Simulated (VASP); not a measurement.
Input of a VASP 6.6.1 run:

File INCAR:

```
SYSTEM = C
  PREC = Accurate
  ENCUT = 520
  EDIFF = 1E-6
  ISMEAR = -1
  SIGMA = 0.01
  LREAL = .FALSE.
  LASPH = .TRUE.
  NELM = 150
  ALGO = Normal
  ISIF = 2
  LWAVE = .FALSE.
  LCHARG = .FALSE.
  LNONCOLLINEAR = .TRUE.
  MAGMOM = 0.354 0.354 0 0.354 0.354 0
  LORBIT = 11
  GGA = PE
  IVDW = 12
  NBANDS = 20
```

The input KPOINTS:

```
Automatic mesh
0
G
  10 10 10
  0 0 0
```

Contents of POSCAR:

```
C
1.0
    0.0000000000      1.7833700000      1.7833700000
    1.7833700000      0.0000000000      1.7833700000
    1.7833700000      1.7833700000      0.0000000000
C
2
Direct
    0.7500000000      0.7500000000      0.7500000000
    0.5000000000      0.5000000000      0.5000000000
```

Potentials or basis: VASP PAW PBE potentials, release 64 (C).

Run with:

```bash
$ cat potpaw_PBE.64/C/POTCAR > POTCAR
$ mpirun -np 1 vasp_ncl > vasp.out
```

Task: Predict the net moment.

Result: 0.00 μB per cell.

Task: Predict the pressure.

Result: -2.9 GPa.

Moments on the atoms (μB; x, y, z):
```
C   0.00 0.00 0.00
C   0.00 0.00 0.00
```
